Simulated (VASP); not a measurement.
# Cu3Sn (Fm-3m) in VASP: notebook

Runs on Cu3Sn. Level: LDA. Tasks: single point, relaxation of cell and atoms.

All numbers are computed with VASP 6.6.1; they aren't measurements. Logs are shortened: lines on timing, memory, paths and dates and some standing lists are left out, and cuts for length are marked.

## Step 1: The cell of the first run

Symmetry: Fm-3m, No. 225, cubic system. The conventional cell has a = 5.980 Å, b = 5.980 Å, c = 5.980 Å, α = 90.00°, β = 90.00°, γ = 90.00°. Within 3.4 Å of Cu (site symmetry m-3m) lie 8 Cu at 2.59 Å and 6 Sn at 2.99 Å. Cu (site symmetry -43m) has 4 Sn at 2.59 Å and 10 Cu at 2.59 to 2.99 Å within 3.4 Å. Within 3.4 Å of Sn (site symmetry m-3m) lie 14 Cu at 2.59 to 2.99 Å.

## Step 2: Single point, LDA

The input, INCAR:

```
SYSTEM = Cu3Sn
PREC     = Accurate       ! precision mode
ENCUT    = 520            ! plane-wave cutoff, eV
EDIFF    = 1E-6           ! SCF threshold, eV
ISMEAR   = 0              ! smearing method
SIGMA    = 0.1            ! smearing width, eV
LREAL    = .FALSE.        ! projectors in reciprocal space
LASPH    = .TRUE.         ! aspherical terms in the spheres
NELM     = 60             ! most SCF steps
ALGO     = Fast           ! electronic algorithm
ISIF     = 2              ! what is computed and relaxed
LWAVE    = .FALSE.        ! write WAVECAR
LCHARG   = .FALSE.        ! write CHGCAR
GGA      = CA             ! functional
NBANDS   = 32             ! bands
```

The input, KPOINTS:

```
Automatic mesh
0
G
  12 12 12
  0 0 0
```

The input, POSCAR:

```
Cu3Sn
1.0
    0.0000000000      2.9902072071      2.9902072071
    2.9902072071      0.0000000000      2.9902072071
    2.9902072071      2.9902072071      0.0000000000
Cu Sn
3 1
Direct
    0.5000000000      0.5000000000      0.5000000000
    0.7500000000      0.7500000000      0.7500000000
    0.2500000000      0.2500000000      0.2500000000
    0.0000000000      0.0000000000      0.0000000000
```

Potentials or basis: VASP PAW LDA potentials, release 64 (Cu, Sn_d).

Launch:

```console
$ cat potpaw_LDA.64/Cu/POTCAR potpaw_LDA.64/Sn_d/POTCAR > POTCAR
$ mpirun -np 1 vasp_std > vasp.out
```

OUTCAR:

```text
SYSTEM = Cu3Sn
   PREC = Accurate
   ENCUT = 520
   EDIFF = 1E-6
   ISMEAR = 0
   LREAL = .FALSE.
   LASPH = .TRUE.
   NELM = 60
   ISIF = 2
   GGA = CA

 ion  position               nearest neighbor table
   1  0.500  0.500  0.500-   3 2.59   2 2.59   3 2.59   2 2.59   3 2.59   3 2.59   2 2.59   2 2.59
                             4 2.99   4 2.99   4 2.99   4 2.99   4 2.99   4 2.99
   2  0.750  0.750  0.750-   1 2.59   1 2.59   4 2.59   4 2.59   1 2.59   1 2.59   4 2.59   4 2.59

   3  0.250  0.250  0.250-   4 2.59   1 2.59   4 2.59   1 2.59   4 2.59   4 2.59   1 2.59   1 2.59

   4  0.000  0.000  0.000-   2 2.59   2 2.59   3 2.59   3 2.59   2 2.59   2 2.59   3 2.59   3 2.59
                             1 2.99   1 2.99   1 2.99   1 2.99   1 2.99   1 2.99

  LATTYP: Found a face centered cubic cell.
 ALAT       =     5.9804144142

  Lattice vectors:

 A1 = (   0.0000000000,   2.9902072071,   2.9902072071)
 A2 = (   2.9902072071,   0.0000000000,   2.9902072071)
 A3 = (   2.9902072071,   2.9902072071,   0.0000000000)

Analysis of symmetry for initial positions (statically):
=====================================================================
 Subroutine PRICEL returns:
 Original cell was already a primitive cell.

 Routine SETGRP: Setting up the symmetry group for a
 face centered cubic supercell.

 Subroutine GETGRP returns: Found 48 space group operations
 (whereof 48 operations were pure point group operations)
 out of a pool of 48 trial point group operations.

The static configuration has the point symmetry O_h .

Analysis of symmetry for dynamics (positions and initial velocities):
=====================================================================
 Subroutine PRICEL returns:
 Original cell was already a primitive cell.

 Routine SETGRP: Setting up the symmetry group for a
 face centered cubic supercell.

 Subroutine GETGRP returns: Found 48 space group operations
 (whereof 48 operations were pure point group operations)
 out of a pool of 48 trial point group operations.

The dynamic configuration has the point symmetry O_h .

 Subroutine INISYM returns: Found 48 space group operations
 (whereof 48 operations are pure point group operations),
 and found     1 'primitive' translations

----------------------------------------------------------------------------------------

                                     Primitive cell

  volume of cell :      53.4729

  direct lattice vectors                    reciprocal lattice vectors
     0.000000000  2.990207207  2.990207207    -0.167212492  0.167212492  0.167212492
     2.990207207  0.000000000  2.990207207     0.167212492 -0.167212492  0.167212492
     2.990207207  2.990207207  0.000000000     0.167212492  0.167212492 -0.167212492

  length of vectors
     4.228791587  4.228791587  4.228791587     0.289620533  0.289620533  0.289620533

  position of ions in fractional coordinates (direct lattice)
     0.500000000  0.500000000  0.500000000
     0.750000000  0.750000000  0.750000000
     0.250000000  0.250000000  0.250000000
     0.000000000  0.000000000  0.000000000

  ion indices of the primitive-cell ions
   primitive index   ion index
                 1           1
                 2           2
                 3           3
                 4           4

----------------------------------------------------------------------------------------

 KPOINTS: Automatic mesh

Automatic generation of k-mesh.
 Grid dimensions read from file:
 generate k-points for:   12   12   12

 Generating k-lattice:

  Cartesian coordinates                     Fractional coordinates (reciprocal lattice)
    -0.013934374  0.013934374  0.013934374     0.083333333  0.000000000  0.000000000
     0.013934374 -0.013934374  0.013934374     0.000000000  0.083333333  0.000000000
     0.013934374  0.013934374 -0.013934374     0.000000000  0.000000000  0.083333333

  Length of vectors
     0.024135044  0.024135044  0.024135044

  Shift w.r.t. Gamma in fractional coordinates (k-lattice)
     0.000000000  0.000000000  0.000000000

 Subroutine IBZKPT returns following result:
 ===========================================

 Found     72 irreducible k-points:

 Following reciprocal coordinates:
            Coordinates               Weight
  0.000000  0.000000  0.000000      1.000000
  0.083333  0.000000  0.000000      8.000000
  0.166667  0.000000  0.000000      8.000000
  0.250000  0.000000  0.000000      8.000000
  0.333333  0.000000  0.000000      8.000000
  0.416667  0.000000  0.000000      8.000000
[... 16 lines left out ...]
  0.500000  0.166667  0.000000     24.000000
 -0.416667  0.166667  0.000000     24.000000
 [... further k-points ...]
   k-points           NKPTS =     72   k-points in BZ     NKDIM =     72   number of bands    NBANDS=     32
   number of dos      NEDOS =    301   number of ions     NIONS =      4
   total plane-waves  NPLWV =  32768
   dimension x,y,z NGX =    32 NGY =   32 NGZ =   32
   dimension x,y,z NGXF=    64 NGYF=   64 NGZF=   64
   ions per type =               3   1
   NGX,Y,Z   is equivalent  to a cutoff of  12.58, 12.58, 12.58 a.u.
   NGXF,Y,Z  is equivalent  to a cutoff of  25.16, 25.16, 25.16 a.u.
 SYSTEM =  Cu3Sn
   PREC   = accura    normal or accurate (medium, high low for compatibility)
   ISTART =      0    job   : 0-new  1-cont  2-samecut
   ICHARG =      2    charge: 1-file 2-atom 10-const
   ISPIN  =      1    spin polarized calculation?
   LNONCOLLINEAR =      F non collinear calculations
   LSORBIT =      F    spin-orbit coupling
   LASPH  =      T    aspherical Exc in radial PAW
   ENCUT  =  520.0 eV  38.22 Ry    6.18 a.u.   7.86  7.86  7.86*2*pi/ulx,y,z
   NELM   =     60;   NELMIN=  2; NELMDL= -5     # of ELM steps
   EDIFF  = 0.1E-05   stopping-criterion for ELM
   LREAL  =      F    real-space projection
   EDIFFG = 0.1E-04   stopping-criterion for IOM
   NSW    =      0    number of steps for IOM
   IBRION =     -1    ionic relax: 0-MD 1-quasi-New 2-CG
   NFREE  =      0    steps in history (QN), initial steepest desc. (CG)
   ISIF   =      2    stress and relaxation
   ISYM   =      2    0-nonsym 1-usesym 2-fastsym
   POTIM  = 0.5000    time-step for ionic-motion
   TEBEG  =    0.0;   TEEND  =   0.0 temperature during run
   PSTRESS=    0.0 pullay stress
   NELECT =      47.0000    total number of electrons
   NUPDOWN=      -1.0000    fix difference up-down
   EMIN   =  10.00;   EMAX   =-10.00  energy-range for DOS
   EFERMI =   0.00;   METHOD = LEGACY
   ISMEAR =     0;   SIGMA  =   0.10  broadening in eV -4-tet -1-fermi 0-gaus
   EFERMI_NEDOS =   21; number of points for ismear=-14 and -15
   IALGO  =     68    algorithm
   IMIX   =      4    mixing-type and parameters
     AMIX     =   0.40;   BMIX     =  1.00
     AMIX_MAG =   1.60;   BMIX_MAG =  1.00
  volume/ion in A,a.u.               =      13.37        90.21
  Fermi-wavevector in a.u.,A,eV,Ry     =   1.568181  2.963432 33.459331  2.459191
  Thomas-Fermi vector in A             =   2.670250
   LORBIT       =      0    0 simple, 1 ext, 2 COOP (PROOUT), +10 PAW based schemes
   GGA     = CA    functional components
   LHFCALC =     F    Hartree Fock is set to
   AEXX    =    0.0000 exact exchange contribution
   IVDW    =     0    specifies the selected vdW correction
   LEPSILON=     F    determine dielectric tensor
   LRPA    =     F    only Hartree local field effects (RPA)
 non-spin polarized calculation
 RMM-DIIS sequential band-by-band and
 Gauss-broadening in eV      SIGMA  =   0.10
  energy-cutoff  :      520.00
  volume of cell :       53.47
 maximum number of plane-waves:      1459
   NGX = 15   NGY = 15   NGZ = 15

 number of electron      47.0000029 magnetization

 Free energy of the ion-electron system (eV)
  ---------------------------------------------------
  ext. energy  EPLUGINS =         0.00000000
  ---------------------------------------------------
  free energy    TOTEN  =       -18.39277091 eV

  energy without entropy =      -18.38843228  energy(sigma->0) =      -18.39060159

 E-fermi :  10.0383     XC(G=0): -12.9635

 val. band max:        9.9970917018   @ k =   0.2500   0.1667   0.0000
 cond. band min:      10.0616592956   @ k =  -0.3333   0.0833   0.0000
 fundamental gap:      0.0645675938
 Fermi energy:        10.0383154811

 k-point     1 :       0.0000    0.0000    0.0000
  band No.  band energies     occupation
      1     -11.7555      2.00000
      2     -11.7555      2.00000
      3     -11.7555      2.00000
      4     -11.6934      2.00000
      5     -11.6934      2.00000
      6      -2.0518      2.00000
[... 24 lines left out ...]
     31      15.2221      0.00000
     32      15.2221      0.00000

 k-point     2 :       0.0833    0.0000    0.0000
  band No.  band energies     occupation
      1     -11.7555      2.00000
      2     -11.7547      2.00000
      3     -11.7547      2.00000
      4     -11.6931      2.00000
      5     -11.6931      2.00000
      6      -1.9635      2.00000
[... 24 lines left out ...]
     31      15.1625      0.00000
     32      15.7834      0.00000

 k-point     3 :       0.1667    0.0000    0.0000
  band No.  band energies     occupation
      1     -11.7556      2.00000
      2     -11.7525      2.00000
      3     -11.7525      2.00000
      4     -11.6923      2.00000
      5     -11.6923      2.00000
      6      -1.7011      2.00000
[... 24 lines left out ...]
     31      15.4642      0.00000
     32      17.7082      0.00000

 k-point     4 :       0.2500    0.0000    0.0000
  band No.  band energies     occupation
      1     -11.7557      2.00000
      2     -11.7496      2.00000
      3     -11.7496      2.00000
      4     -11.6910      2.00000
      5     -11.6910      2.00000
      6      -1.2743      2.00000
[... 654 lines left out ...]
     31      19.9340      0.00000
     32      22.0613      0.00000

 k-point    23 :       0.5000    0.1667    0.0000
  band No.  band energies     occupation
      1     -11.7562      2.00000
      2     -11.7450      2.00000
      3     -11.7409      2.00000
      4     -11.6925      2.00000
      5     -11.6853      2.00000
      6       0.3244      2.00000
[... 24 lines left out ...]
     31      20.1574      0.00000
     32      21.2958      0.00000

 k-point    24 :      -0.4167    0.1667    0.0000
  band No.  band energies     occupation
      1     -11.7540      2.00000
      2     -11.7464      2.00000
      3     -11.7415      2.00000
      4     -11.6907      2.00000
      5     -11.6868      2.00000
      6       0.4377      2.00000
[... 24 lines left out ...]
     31      18.5199      0.00000
     32      22.8224      0.00000

 [... further k-points ...]
[... 5 lines left out ...]
  --------------------------------------------------------------------------------------
  -------------------------------------------------------------------------------------
  Total        0.1087815      0.1087815      0.1087815     -0.0000000      0.0000000      0.0000000
  in kB        3.2593568      3.2593568      3.2593568     -0.0000000      0.0000000      0.0000000
  external PRESSURE =       3.2593568 kB  Pullay stress =       0.0000000 kB

 VOLUME and BASIS-vectors are now :
 -----------------------------------------------------------------------------
  energy-cutoff  :      520.00
  volume of cell :       53.47
      direct lattice vectors                 reciprocal lattice vectors
     0.000000000  2.990207207  2.990207207    -0.167212492  0.167212492  0.167212492
     2.990207207  0.000000000  2.990207207     0.167212492 -0.167212492  0.167212492
     2.990207207  2.990207207  0.000000000     0.167212492  0.167212492 -0.167212492

 POSITION                                       TOTAL-FORCE (eV/Angst)
 -----------------------------------------------------------------------------------
      2.99021      2.99021      2.99021        -0.000000     -0.000000     -0.000000
      4.48531      4.48531      4.48531         0.000000     -0.000000     -0.000000
      1.49510      1.49510      1.49510        -0.000000      0.000000      0.000000
      0.00000      0.00000      0.00000        -0.000000     -0.000000     -0.000000
 -----------------------------------------------------------------------------------
    total drift:                                0.000000     -0.000000      0.000000

  FREE ENERGIE OF THE ION-ELECTRON SYSTEM (eV)
  ---------------------------------------------------
  free  energy   TOTEN  =       -18.3927709094 eV

  energy  without entropy=      -18.3884322754  energy(sigma->0) =      -18.39060159
```

Run time: 88 s. Hardware: 1 thread of Intel Xeon Platinum 8488C (Sapphire Rapids), shared host; peak memory 0.23 GiB.

Results:

| Property | Result |
| --- | --- |
| Free energy | -18.3928 eV |
| Pressure | 0.3 GPa |

Caveat: spin-orbit coupling is left out, which moves the levels of the heavy elements.

## Step 3: Relaxation of cell and atoms, LDA

The input, INCAR:

```
PREC = Accurate
ENCUT = 600
EDIFF = 1E-6
ISMEAR = 0
SIGMA = 0.1
LREAL = False
LASPH = True
NELM = 100
ALGO = Fast
ISIF = 3
LWAVE = False
LCHARG = False
GGA = CA
IBRION = 2
NSW = 100
EDIFFG = -0.005
```

The input, KPOINTS:

```
Automatic mesh
0
Gamma
  12 12 12
```

The input, POSCAR:

```
Cu3Sn
1.0
    0.0000000000      2.9912056754      2.9912056754
    2.9912056754      0.0000000000      2.9912056754
    2.9912056754      2.9912056754      0.0000000000
Cu Sn
3 1
Direct
    0.5000000000      0.5000000000      0.5000000000
    0.7500000000      0.7500000000      0.7500000000
    0.2500000000      0.2500000000      0.2500000000
    0.0000000000      0.0000000000      0.0000000000
```

Potentials or basis: VASP PAW LDA potentials, release 64 (Cu, Sn_d).

Launch:

```console
$ cat potpaw_LDA.64/Cu/POTCAR potpaw_LDA.64/Sn_d/POTCAR > POTCAR
$ mpirun -np 1 vasp_std > vasp.out
```

Wall time 3.5 min (1 thread of Intel Xeon Platinum 8488C (Sapphire Rapids), shared host); peak memory 0.27 GiB.

Results (log left out):

```
Free energy                            : -18.3933 eV
Relaxed volume                         : 13.42 Å³/atom
Relaxed cell                           : a = 4.235 Å, b = 4.235 Å, c = 4.235 Å, α = 60.00°, β = 60.00°, γ = 60.00°
Space group after relaxing (to 0.05 Å) : Fm-3m (No. 225)
Energy gained by relaxing              : 0.1 meV/atom
Ionic steps                            : 3
Pressure after relaxing                : 0.0 GPa
```

The path:
```tsv
step	energy change (eV)	largest force (eV/Å)	pressure (GPa)	volume (Å³)
1	0.0000	0.0000	0.34	53.53
2	-0.0002	0.0000	-0.25	53.75
3	-0.0002	0.0000	0.02	53.69
```

Final structure:
```xyz
4
Lattice="0.0000 2.9943 2.9943 2.9943 0.0000 2.9943 2.9943 2.9943 0.0000" Properties=species:S:1:pos:R:3 pbc="T T T"
Cu    2.9943    2.9943    2.9943
Cu    4.4915    4.4915    4.4915
Cu    1.4972    1.4972    1.4972
Sn    0.0000    0.0000    0.0000
```

Levels at points of the mesh, in eV from the Fermi level:
```
           k point  band 21  band 22  band 23  band 24  band 25  band 26  band 27  band 28
(0.00, 0.00, 0.00)    -2.84     1.79     2.35     2.35     2.35     3.48     3.48     3.48
(0.50, 0.00, 0.00)    -2.85    -2.66     1.32     1.32     1.56     2.29     2.29     3.73
(0.50, 0.50, 0.00)    -2.79    -2.76    -2.72    -2.72     0.55     1.33     9.91     9.91
```

Caveat: spin-orbit coupling is left out, which moves the levels of the heavy elements.
